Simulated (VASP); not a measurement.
# Au (Fd-3m) in VASP: notebook

Au is run at these levels: PBE; tasks: single point.

All numbers are computed with VASP 6.6.1; they aren't measurements. Logs are shortened: lines on timing, memory, paths and dates and some standing lists are left out, and cuts for length are marked.

## Step 1: The cell of the first run

Symmetry: Fd-3m, No. 227, cubic system. Conventional cell: a = 5.903 Å, b = 5.903 Å, c = 5.903 Å, α = 90.00°, β = 90.00°, γ = 90.00°. Au (site symmetry -43m) has 4 Au at 2.56 Å within 3.4 Å.

## Step 2: Single point, PBE (volume scaled by 0.88)

INCAR reads:

```
SYSTEM = Au
PREC = Accurate ; ENCUT = 520
EDIFF = 1E-6 ; ISMEAR = -1
SIGMA = 0.1 ; LREAL = .False.
LASPH = .True. ; NELM = 80
ALGO = Normal ; ISIF = 2
LWAVE = .False. ; LCHARG = .False.
GGA = PE ; NBANDS = 18
```

KPOINTS reads:

```
Automatic mesh
0
Gamma
  10 10 10
  0 0 0
```

POSCAR reads:

```
Au
1.0
    0.0000000000      2.9514917132      2.9514917132
    2.9514917132      0.0000000000      2.9514917132
    2.9514917132      2.9514917132      0.0000000000
Au
2
Direct
    0.1250000000      0.1250000000      0.1250000000
    0.8750000000      0.8750000000      0.8750000000
```

Potentials or basis: VASP PAW PBE potentials, release 64 (Au).

On the command line:

```
$ cat potpaw_PBE.64/Au/POTCAR > POTCAR
$ mpirun -np 1 vasp_std > vasp.out
```

OUTCAR:

```text
SYSTEM = Au
   PREC = Accurate
   ENCUT = 520
   EDIFF = 1E-6
   ISMEAR = -1
   LREAL = .False.
   LASPH = .True.
   NELM = 80
   ISIF = 2
   GGA = PE

 ion  position               nearest neighbor table
   1  0.125  0.125  0.125-   2 2.56   2 2.56   2 2.56   2 2.56
   2  0.875  0.875  0.875-   1 2.56   1 2.56   1 2.56   1 2.56

  LATTYP: Found a face centered cubic cell.
 ALAT       =     5.9029834264

  Lattice vectors:

 A1 = (   0.0000000000,   2.9514917132,   2.9514917132)
 A2 = (   2.9514917132,   0.0000000000,   2.9514917132)
 A3 = (   2.9514917132,   2.9514917132,   0.0000000000)

Analysis of symmetry for initial positions (statically):
=====================================================================
 Subroutine PRICEL returns:
 Original cell was already a primitive cell.

 Routine SETGRP: Setting up the symmetry group for a
 face centered cubic supercell.

 Subroutine GETGRP returns: Found 48 space group operations
 (whereof 12 operations were pure point group operations)
 out of a pool of 48 trial point group operations.

The static configuration has the point symmetry D_3d.
 The point group associated with its full space group is O_h .

Analysis of symmetry for dynamics (positions and initial velocities):
=====================================================================
 Subroutine PRICEL returns:
 Original cell was already a primitive cell.

 Routine SETGRP: Setting up the symmetry group for a
 face centered cubic supercell.

 Subroutine GETGRP returns: Found 48 space group operations
 (whereof 12 operations were pure point group operations)
 out of a pool of 48 trial point group operations.

The dynamic configuration has the point symmetry D_3d.
 The point group associated with its full space group is O_h .

 Subroutine INISYM returns: Found 48 space group operations
 (whereof 12 operations are pure point group operations),
 and found     1 'primitive' translations

----------------------------------------------------------------------------------------

                                     Primitive cell

  volume of cell :      51.4227

  direct lattice vectors                    reciprocal lattice vectors
     0.000000000  2.951491713  2.951491713    -0.169405863  0.169405863  0.169405863
     2.951491713  0.000000000  2.951491713     0.169405863 -0.169405863  0.169405863
     2.951491713  2.951491713  0.000000000     0.169405863  0.169405863 -0.169405863

  length of vectors
     4.174039610  4.174039610  4.174039610     0.293419561  0.293419561  0.293419561

  position of ions in fractional coordinates (direct lattice)
     0.125000000  0.125000000  0.125000000
     0.875000000  0.875000000  0.875000000

  ion indices of the primitive-cell ions
   primitive index   ion index
                 1           1
                 2           2

----------------------------------------------------------------------------------------

 KPOINTS: Automatic mesh

Automatic generation of k-mesh.
 Grid dimensions read from file:
 generate k-points for:   10   10   10

 Generating k-lattice:

  Cartesian coordinates                     Fractional coordinates (reciprocal lattice)
    -0.016940586  0.016940586  0.016940586     0.100000000  0.000000000  0.000000000
     0.016940586 -0.016940586  0.016940586     0.000000000  0.100000000  0.000000000
     0.016940586  0.016940586 -0.016940586     0.000000000  0.000000000  0.100000000

  Length of vectors
     0.029341956  0.029341956  0.029341956

  Shift w.r.t. Gamma in fractional coordinates (k-lattice)
     0.000000000  0.000000000  0.000000000

 Subroutine IBZKPT returns following result:
 ===========================================

 Found     47 irreducible k-points:

 Following reciprocal coordinates:
            Coordinates               Weight
  0.000000  0.000000  0.000000      1.000000
  0.100000  0.000000  0.000000      8.000000
  0.200000  0.000000  0.000000      8.000000
  0.300000  0.000000  0.000000      8.000000
  0.400000  0.000000  0.000000      8.000000
  0.500000  0.000000  0.000000      4.000000
[... 16 lines left out ...]
  0.300000  0.300000  0.000000      6.000000
  0.400000  0.300000  0.000000     24.000000
 [... further k-points ...]
   k-points           NKPTS =     47   k-points in BZ     NKDIM =     47   number of bands    NBANDS=     18
   number of dos      NEDOS =    301   number of ions     NIONS =      2
   total plane-waves  NPLWV =  32768
   dimension x,y,z NGX =    32 NGY =   32 NGZ =   32
   dimension x,y,z NGXF=    64 NGYF=   64 NGZF=   64
   ions per type =               2
   NGX,Y,Z   is equivalent  to a cutoff of  12.75, 12.75, 12.75 a.u.
   NGXF,Y,Z  is equivalent  to a cutoff of  25.49, 25.49, 25.49 a.u.
 SYSTEM =  Au
   PREC   = accura    normal or accurate (medium, high low for compatibility)
   ISTART =      0    job   : 0-new  1-cont  2-samecut
   ICHARG =      2    charge: 1-file 2-atom 10-const
   ISPIN  =      1    spin polarized calculation?
   LNONCOLLINEAR =      F non collinear calculations
   LSORBIT =      F    spin-orbit coupling
   LASPH  =      T    aspherical Exc in radial PAW
   ENCUT  =  520.0 eV  38.22 Ry    6.18 a.u.   7.76  7.76  7.76*2*pi/ulx,y,z
   NELM   =     80;   NELMIN=  2; NELMDL= -5     # of ELM steps
   EDIFF  = 0.1E-05   stopping-criterion for ELM
   LREAL  =      F    real-space projection
   EDIFFG = 0.1E-04   stopping-criterion for IOM
   NSW    =      0    number of steps for IOM
   IBRION =     -1    ionic relax: 0-MD 1-quasi-New 2-CG
   NFREE  =      0    steps in history (QN), initial steepest desc. (CG)
   ISIF   =      2    stress and relaxation
   ISYM   =      2    0-nonsym 1-usesym 2-fastsym
   POTIM  = 0.5000    time-step for ionic-motion
   TEBEG  =    0.0;   TEEND  =   0.0 temperature during run
   PSTRESS=    0.0 pullay stress
   NELECT =      22.0000    total number of electrons
   NUPDOWN=      -1.0000    fix difference up-down
   EMIN   =  10.00;   EMAX   =-10.00  energy-range for DOS
   EFERMI =   0.00;   METHOD = LEGACY
   ISMEAR =    -1;   SIGMA  =   0.10  broadening in eV -4-tet -1-fermi 0-gaus
   EFERMI_NEDOS =   21; number of points for ismear=-14 and -15
   IALGO  =     38    algorithm
   IMIX   =      4    mixing-type and parameters
     AMIX     =   0.40;   BMIX     =  1.00
     AMIX_MAG =   1.60;   BMIX_MAG =  1.00
  volume/ion in A,a.u.               =      25.71       173.51
  Fermi-wavevector in a.u.,A,eV,Ry     =   1.233571  2.331111 20.703951  1.521697
  Thomas-Fermi vector in A             =   2.368296
   LORBIT       =      0    0 simple, 1 ext, 2 COOP (PROOUT), +10 PAW based schemes
   GGA     = PE    functional components
   LHFCALC =     F    Hartree Fock is set to
   AEXX    =    0.0000 exact exchange contribution
   IVDW    =     0    specifies the selected vdW correction
   LEPSILON=     F    determine dielectric tensor
   LRPA    =     F    only Hartree local field effects (RPA)
 non-spin polarized calculation
  energy-cutoff  :      520.00
  volume of cell :       51.42
 maximum number of plane-waves:      1411
   NGX = 15   NGY = 15   NGZ = 15

 number of electron      21.9999999 magnetization

 Free energy of the ion-electron system (eV)
  ---------------------------------------------------
  ext. energy  EPLUGINS =         0.00000000
  ---------------------------------------------------
  free energy    TOTEN  =        -4.84437403 eV

  energy without entropy =       -4.82018765  energy(sigma->0) =       -4.83228084

 E-fermi :   4.0841     XC(G=0):  -9.9791

 val. band max:        4.0146456823   @ k =   0.5000   0.1000   0.0000
 cond. band min:       4.2295663232   @ k =  -0.4000   0.2000   0.0000
 fundamental gap:      0.2149206408
 Fermi energy:         4.0841210597

 k-point     1 :       0.0000    0.0000    0.0000
  band No.  band energies     occupation
      1      -2.6622      2.00000
      2      -0.6110      2.00000
      3      -0.6110      2.00000
      4      -0.5692      2.00000
      5      -0.5692      2.00000
      6      -0.5692      2.00000
[... 10 lines left out ...]
     17      15.4075      0.00000
     18      15.4075      0.00000

 k-point     2 :       0.1000    0.0000    0.0000
  band No.  band energies     occupation
      1      -2.5313      2.00000
      2      -0.7454      2.00000
      3      -0.7454      2.00000
      4      -0.5794      2.00000
      5      -0.3958      2.00000
      6      -0.3958      2.00000
[... 10 lines left out ...]
     17      16.0898      0.00000
     18      16.0902      0.00000

 k-point     3 :       0.2000    0.0000    0.0000
  band No.  band energies     occupation
      1      -2.1701      2.00000
      2      -0.8238      2.00000
      3      -0.8238      2.00000
      4      -0.6044      2.00000
      5      -0.2349      2.00000
      6      -0.2349      2.00000
[... 10 lines left out ...]
     17      16.2104      0.00000
     18      16.5382      0.00000

 k-point     4 :       0.3000    0.0000    0.0000
  band No.  band energies     occupation
      1      -1.6919      2.00000
      2      -0.8190      2.00000
      3      -0.8190      2.00000
      4      -0.6343      2.00000
      5      -0.1868      2.00000
      6      -0.1868      2.00000
[... 375 lines left out ...]
      4      -0.5879      2.00000
      5      -0.3165      2.00000
      6       0.1879      2.00000
[... 10 lines left out ...]
     17      16.0713      0.00000
     18      16.9198      0.00000

 k-point    23 :       0.3000    0.3000    0.0000
  band No.  band energies     occupation
      1      -1.2655      2.00000
      2      -1.1766      2.00000
      3      -0.6434      2.00000
      4      -0.6434      2.00000
      5       0.0324      2.00000
      6       0.2465      2.00000
[... 10 lines left out ...]
     17      19.5818      0.00000
     18      19.5818      0.00000

 k-point    24 :       0.4000    0.3000    0.0000
  band No.  band energies     occupation
      1      -1.1648      2.00000
      2      -0.9277      2.00000
      3      -0.7147      2.00000
      4      -0.6721      2.00000
      5       0.2033      2.00000
      6       0.2181      2.00000
[... 10 lines left out ...]
     17      19.4409      0.00000
     18      20.0560      0.00000

 [... further k-points ...]
[... 5 lines left out ...]
  --------------------------------------------------------------------------------------
  -------------------------------------------------------------------------------------
  Total        3.1311190      3.1311190      3.1311190     -0.0000000      0.0000000      0.0000000
  in kB       97.5563315     97.5563315     97.5563315     -0.0000000      0.0000000      0.0000000
  external PRESSURE =      97.5563315 kB  Pullay stress =       0.0000000 kB

 VOLUME and BASIS-vectors are now :
 -----------------------------------------------------------------------------
  energy-cutoff  :      520.00
  volume of cell :       51.42
      direct lattice vectors                 reciprocal lattice vectors
     0.000000000  2.951491713  2.951491713    -0.169405863  0.169405863  0.169405863
     2.951491713  0.000000000  2.951491713     0.169405863 -0.169405863  0.169405863
     2.951491713  2.951491713  0.000000000     0.169405863  0.169405863 -0.169405863

 POSITION                                       TOTAL-FORCE (eV/Angst)
 -----------------------------------------------------------------------------------
      0.73787      0.73787      0.73787         0.000000      0.000000      0.000000
      5.16511      5.16511      5.16511        -0.000000     -0.000000     -0.000000
 -----------------------------------------------------------------------------------
    total drift:                                0.000000      0.000000     -0.000000

  FREE ENERGIE OF THE ION-ELECTRON SYSTEM (eV)
  ---------------------------------------------------
  free  energy   TOTEN  =        -4.8443740274 eV

  energy  without entropy=       -4.8201876492  energy(sigma->0) =       -4.83228084
```

Wall time 15 s (1 thread of Intel Xeon Platinum 8488C (Sapphire Rapids), shared host); peak memory 0.19 GiB.

What came out:

- Free energy: -4.8444 eV
- Pressure: 9.8 GPa
- Band gap on the k mesh: zero (band 11 reaches 4.41 eV, above the bottom of band 12 at 3.75 eV)

Caveat: spin-orbit coupling is left out, which moves the levels of the heavy elements.

## Step 3: Single point, PBE (volume scaled by 0.92)

INCAR reads:

```
SYSTEM = Au
  PREC = Accurate
  ENCUT = 520
  EDIFF = 1E-6
  ISMEAR = -1
  SIGMA = 0.1
  LREAL = .False.
  LASPH = .True.
  NELM = 100
  ALGO = Normal
  ISIF = 2
  LWAVE = .False.
  LCHARG = .False.
  GGA = PE
  NBANDS = 18
```

KPOINTS reads:

```
regular mesh
0
Gamma
  10 10 10
  0 0 0
```

POSCAR reads:

```
Au
1.0
    0.0000000000      2.9955503238      2.9955503238
    2.9955503238      0.0000000000      2.9955503238
    2.9955503238      2.9955503238      0.0000000000
Au
2
Direct
    0.1250000000      0.1250000000      0.1250000000
    0.8750000000      0.8750000000      0.8750000000
```

Potentials or basis: VASP PAW PBE potentials, release 64 (Au).

On the command line:

```
$ cat potpaw_PBE.64/Au/POTCAR > POTCAR
$ mpirun -np 1 vasp_std > vasp.out
```

Run time: 16 s. Hardware: 1 thread of Intel Xeon Platinum 8488C (Sapphire Rapids), shared host; peak memory 0.19 GiB.

It converged, with:

| Quantity | Value |
| --- | --- |
| Free energy | -4.9560 eV |
| Pressure | 5.6 GPa |
| Band gap on the k mesh | zero (band 11 reaches 3.91 eV, above the bottom of band 12 at 3.25 eV) |

Levels at points of the mesh, in eV from the Fermi level:
| k point | band 8 | band 9 | band 10 | band 11 | band 12 | band 13 | band 14 | band 15 |
| --- | --- | --- | --- | --- | --- | --- | --- | --- |
| (0.00, 0.00, 0.00) | -2.43 | -2.43 | -1.29 | -1.29 | 9.11 | 10.02 | 10.02 | 10.02 |
| (0.50, 0.00, 0.00) | -2.15 | -1.45 | -1.45 | -1.06 | -0.35 | 6.99 | 6.99 | 9.32 |
| (0.50, 0.50, 0.00) | -2.94 | -1.26 | -1.26 | 0.30 | 0.30 | 3.72 | 3.72 | 8.27 |

Caveat: spin-orbit coupling is left out, which moves the levels of the heavy elements.
